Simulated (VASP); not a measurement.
Tl2Cu2GeTe:

```
Tl Cu Ge Te
1.0
     2.92372    1.68801    5.88451
    -2.92372    1.68801    5.88451
     0.00000   -3.37602    5.88451
Tl Cu Ge Te
2 2 1 1
Direct
  0.18231 0.18231 0.18231
  0.81769 0.81769 0.81769
  0.66800 0.66800 0.66800
  0.33200 0.33200 0.33200
  0.00000 0.00000 0.00000
  0.50000 0.50000 0.50000
```

The cell was built from a structure type or drawn by symmetry, and may not be a known phase.

- Program: VASP 6.6.1
- Task: relaxation of cell and atoms
- Functional: PBE
- Potentials or basis: VASP PAW PBE potentials, release 64 (Tl_d, Cu, Ge_d, Te)
- Cutoff: 600 eV
- k mesh: 4 × 4 × 4
- Occupations: gaussian, width 0.2 eV
- Spin: no spin polarisation

At the start: pressure -4.8 GPa; volume 29.04 Å³/atom.

How do energy, volume and symmetry change on relaxing?

Over 14 steps the energy falls by 138.7 meV/atom and the volume is 24.02 Å³/atom (-17.3 %); space group R-3m (No. 166, to 0.1 Å) before and after.

The path:
```
step  energy change (eV)  largest force (eV/Å)  pressure (GPa)  volume (Å³)
   1              0.0000                0.7233           -4.85       174.25
   2             -0.5676                0.9828           -2.06       153.00
   3             -0.6410                1.1070            0.54       143.90
   4             -0.7420                0.3775            1.03       140.98
   5             -0.7448                0.2609            0.95       140.45
   6             -0.7683                0.2325            0.05       143.62
   7             -0.7723                0.2381           -0.45       145.30
   8             -0.7864                0.1797           -0.18       144.99
   9             -0.7922                0.1207            0.09       144.69
  10             -0.8046                0.1223           -0.04       144.83
  11             -0.8157                0.1316           -0.17       145.03
  12             -0.8229                0.2202           -0.24       145.38
  13             -0.8320                0.0883            0.21       144.20
  14             -0.8322                0.0759            0.20       144.09
```

Final structure:
```yaml
crystal:
  lattice:
    - [2.72760, 1.57478, 5.59104]
    - [-2.72760, 1.57478, 5.59104]
    - [0.00000, -3.14956, 5.59104]
  atoms:
    - { symbol: Tl, position: [0.19454, 0.19454, 0.19454] }
    - { symbol: Tl, position: [0.80546, 0.80546, 0.80546] }
    - { symbol: Cu, position: [0.65100, 0.65100, 0.65100] }
    - { symbol: Cu, position: [0.34900, 0.34900, 0.34900] }
    - { symbol: Ge, position: [0.00000, 0.00000, 0.00000] }
    - { symbol: Te, position: [0.50000, 0.50000, 0.50000] }
```

Caveat: the volume moved by over 15 % at a fixed basis, so the end points are rough; the relaxation stopped at a loose force limit of 0.08 eV/Å, so its end isn't a converged minimum.
